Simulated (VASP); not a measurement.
**AlGa2As3: single point with PBE**

Crystal: AlGa2As3.

```
CELL_PARAMETERS angstrom
3.39726 0.00000 0.00000
0.00000 3.39726 0.00000
0.00000 0.00000 10.28567
ATOMIC_POSITIONS crystal
Al 0.50000 0.50000 0.00000
Ga 0.50000 0.50000 0.32482
Ga 0.50000 0.50000 0.67518
As 0.00000 0.00000 0.83907
As 0.00000 0.00000 0.16093
As 0.00000 0.00000 0.50000
```

```
Program             : VASP 6.6.1
Task                : single point
Functional          : PBE
Potentials or basis : VASP PAW PBE potentials, release 64 (Al, Ga_d, As)
Cutoff              : 520 eV
k mesh              : 6 × 6 × 2
Occupations         : gaussian, width 0.1 eV
Spin                : no spin polarisation
```

```yaml
Pressure: -3.5 GPa
Largest_force: 0.471 eV/Å
Band_gap_on_the_k_mesh: zero (band 22 reaches 6.72 eV, above the bottom of band 23 at 3.66 eV)
```

Forces on the atoms (eV/Å):
```
Al   0.000  0.000  0.000
Ga   0.000  0.000  0.250
Ga   0.000  0.000 -0.250
As   0.000  0.000  0.471
As   0.000  0.000 -0.471
As   0.000  0.000  0.000
```

Stress tensor (GPa, compression positive):
```
-3.82  0.00  0.00
 0.00 -3.82  0.00
 0.00  0.00 -2.78
```

Levels at points of the mesh, in eV from the Fermi level:
```csv
k point,band 18,band 19,band 20,band 21,band 22,band 23,band 24,band 25,band 26,band 27
"(0.00, 0.00, 0.00)",-0.57,-0.57,0.45,0.45,0.72,0.72,1.09,1.47,4.09,4.50
"(0.50, 0.00, 0.00)",-3.67,-2.39,-1.97,1.11,1.13,1.90,1.95,2.48,3.35,4.58
"(0.50, 0.50, 0.00)",-3.71,-3.43,-3.43,-3.43,-2.29,-1.94,-1.36,1.26,1.26,1.26
"(0.00, 0.00, 0.50)",-0.40,-0.09,-0.09,0.13,0.24,1.22,1.22,2.56,3.39,4.13
"(0.50, 0.00, 0.50)",-4.29,-1.36,-1.26,0.49,1.08,1.18,1.63,2.18,4.14,4.25
"(0.50, 0.50, 0.50)",-4.11,-3.88,-2.63,-2.63,-2.59,-1.53,-0.32,-0.32,-0.29,0.36
```

It took 36 s on 1 thread of Intel(R) Xeon(R) 6975P-C (Granite Rapids), with other jobs on the host, peak memory 0.27 GiB.
